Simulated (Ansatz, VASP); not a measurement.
Ce: VASP beside Ansatz

INCAR

```
SYSTEM = Ce
ALGO     = Fast           ! electronic algorithm
EDIFF    = 1E-6           ! SCF threshold, eV
ENCUT    = 520            ! plane-wave cutoff, eV
GGA      = PS             ! functional
ISIF     = 2              ! what is computed and relaxed
ISMEAR   = -1             ! smearing method
LASPH    = .TRUE.         ! aspherical terms in the spheres
LCHARG   = .TRUE.         ! write CHGCAR
LELF     = .TRUE.         ! ELF
LREAL    = .FALSE.        ! projectors in reciprocal space
LVHAR    = .TRUE.       
LWAVE    = .FALSE.        ! write WAVECAR
NBANDS   = 12             ! bands
NELM     = 60             ! most SCF steps
PREC     = Accurate       ! precision mode
SIGMA    = 0.05           ! smearing width, eV
```

KPOINTS

```
k-points
0
G
  10 10 10
  0 0 0
```

The input POSCAR:

```
Ce
1.0
   -1.9432985503      1.9432985503      1.9432985503
    1.9432985503     -1.9432985503      1.9432985503
    1.9432985503      1.9432985503     -1.9432985503
Ce
1
Direct
    0.0000000000      0.0000000000      0.0000000000
```

Contents of input.yaml:

```yaml
crystal:
  lattice:
    - [-1.9432985503, 1.9432985503, 1.9432985503]
    - [1.9432985503, -1.9432985503, 1.9432985503]
    - [1.9432985503, 1.9432985503, -1.9432985503]
  atoms:
    - { symbol: Ce, position: [0.0, 0.0, 0.0] }
hamiltonian:
  xc: pbesol
  pseudopotentials: { kind: paw }
kpoints:
  mp_grid: { grid: [10, 10, 10] }
scf:
  occupations: { method: fermi_dirac, width: 0.05 }
output:
  forces: true
  stress: true
  eigenvalues: true
```

Alike in both runs: task single point; functional PBEsol; k mesh 10 × 10 × 10; occupations fermi-dirac, width 0.05 eV; no spin polarisation.

|  | VASP | Ansatz |
| --- | --- | --- |
| version | VASP 6.6.1 | Ansatz 0.2.0 |
| potentials or method | VASP PAW PBE potentials, release 64 (Ce) | Ansatz PAW |
| plane-wave cutoff (eV) | 520 | 420 |
| valence electrons in the cell | 12 | 12 |

|  | VASP | Ansatz | Ansatz less VASP |
| --- | --- | --- | --- |
| gap on the k mesh at the Fermi level (eV) | none | none | - |
| pressure (GPa) | -5.8 | -5.4 | +0.42 |

VASP's potentials were made for PBE, not for PBEsol. A gap of «none» marks a metal or a gap that the smearing closes. The functional is the same, so the differences come from potentials, cutoffs and numerics.

Spin-orbit coupling is off throughout.
